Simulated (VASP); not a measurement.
Crystal: Pt.

```
Pt
1.0
     2.54884    0.00000    0.00000
     0.00000    2.54884    0.00000
     0.00000    0.00000    2.54884
Pt
1
Direct
  0.00000 0.00000 0.00000
```

| Item | Value |
| --- | --- |
| Program | VASP 6.6.1 |
| Task | relaxation of cell and atoms |
| Functional | PBE |
| Potentials or basis | VASP PAW PBE potentials, release 64 (Pt) |
| Cutoff | 500 eV |
| k mesh | 6 × 6 × 6 |
| Occupations | gaussian, width 0.1 eV |
| Spin | no spin polarisation |

At the start: pressure 20.6 GPa; volume 16.56 Å³/atom.

Problem. How do energy, volume and symmetry change on relaxing?

Solution. Over 4 steps the energy falls by 88.5 meV/atom and the volume is 18.10 Å³/atom (+9.3 %); space group Pm-3m (No. 221, to 0.05 Å).

The path:
| step | energy change (eV) | largest force (eV/Å) | pressure (GPa) | volume (Å³) |
| --- | --- | --- | --- | --- |
| 1 | 0.0000 | 0.0000 | 20.59 | 16.56 |
| 2 | 0.2430 | 0.0000 | -20.90 | 22.20 |
| 3 | -0.0877 | 0.0000 | -1.58 | 18.24 |
| 4 | -0.0885 | 0.0000 | -0.25 | 18.10 |

Final structure:
```yaml
crystal:
  lattice:
    - [2.62570, 0.00000, 0.00000]
    - [0.00000, 2.62570, 0.00000]
    - [0.00000, 0.00000, 2.62570]
  atoms:
    - { symbol: Pt, position: [0.00000, 0.00000, 0.00000] }
```

Caveat: the k points lie up to 0.40 Å⁻¹ apart in the final cell.
